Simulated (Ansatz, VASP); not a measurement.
## SnO2: VASP beside Ansatz

INCAR

```
SYSTEM = SnO2
PREC = Accurate
ENCUT = 520
EDIFF = 1E-6
ISMEAR = 0
SIGMA = 0.05
LREAL = .False.
LASPH = .True.
NELM = 60
ALGO = Normal
ISIF = 2
LWAVE = .False.
LCHARG = .True.
GGA = CA
LELF = .True.
LVHAR = .True.
NBANDS = 35
```

KPOINTS

```
Automatic mesh
0
Gamma
  6 6 8
  0 0 0
```

POSCAR

```
SnO2
1.0
    4.7207174017      0.0000000000      0.0000000000
    0.0000000000      4.7207174017      0.0000000000
    0.0000000000      0.0000000000      3.1887553105
Sn O
2 4
Direct
    0.0000000000      0.0000000000     -0.0395138503
    0.5000000000      0.5000000000      0.5395138503
    0.2523626180      0.3598504812      0.0229898081
    0.2476373820      0.8598504812      0.4770101919
    0.7476373820      0.6401495188      0.0229898081
    0.7523626180      0.1401495188      0.4770101919
```

Input for Ansatz:

```yaml
crystal:
  lattice:
    - [4.7207174017, 0.0, 0.0]
    - [0.0, 4.7207174017, 0.0]
    - [0.0, 0.0, 3.1887553105]
  atoms:
    - { symbol: Sn, position: [0.0, 0.0, -0.0395138503] }
    - { symbol: Sn, position: [0.5, 0.5, 0.5395138503] }
    - { symbol: O, position: [0.252362618, 0.3598504812, 0.0229898081] }
    - { symbol: O, position: [0.247637382, 0.8598504812, 0.4770101919] }
    - { symbol: O, position: [0.747637382, 0.6401495188, 0.0229898081] }
    - { symbol: O, position: [0.752362618, 0.1401495188, 0.4770101919] }
basis:
  ecutwfc: 520.0
kpoints:
  mp_grid: { grid: [6, 6, 8] }
hamiltonian:
  xc: lda
  pseudopotentials: { kind: paw, azcp: { folder: soft_1 } }
scf:
  occupations: { method: gaussian, width: 0.05 }
output:
  forces: true
  stress: true
  eigenvalues: true
```

Change from the starting cell: mode 4 frozen in at -0.359 Å and mode 5 at -0.126 Å (largest displacements).

Alike in both runs: task single point; functional LDA; k mesh 6 × 6 × 8; occupations gaussian, width 0.05 eV; no spin polarisation.

|  | VASP | Ansatz |
| --- | --- | --- |
| version | VASP 6.6.1 | Ansatz 0.2.0 |
| potentials or method | VASP PAW LDA potentials, release 64 (Sn_d, O), cutoff 520 eV | scalar-relativistic, plane waves, PAW |
| valence electrons in the cell | 52 | 52 |

|  | VASP | Ansatz | Ansatz less VASP |
| --- | --- | --- | --- |
| gap on the k mesh at the Fermi level (eV) | 1.31 | 1.30 | -0.011 |
| least direct gap on the mesh (eV) | 1.40 | 1.39 | -0.017 |
| pressure (GPa) | -4.3 | -5.5 | -1.22 |
| traceless stress, the component that is largest in VASP (GPa) | 1.39 | 1.64 | +0.253 |
| rms of the force components (eV/Å) | 0.461 | 0.462 | +0.0004 |

Ansatz warns that its potentials were made for another functional, while VASP's fit it. LDA's correlation is that of Perdew and Zunger in VASP and of Perdew and Wang (1992) in Ansatz. Atom by atom the forces differ by 0.025 eV/Å (rms over components).
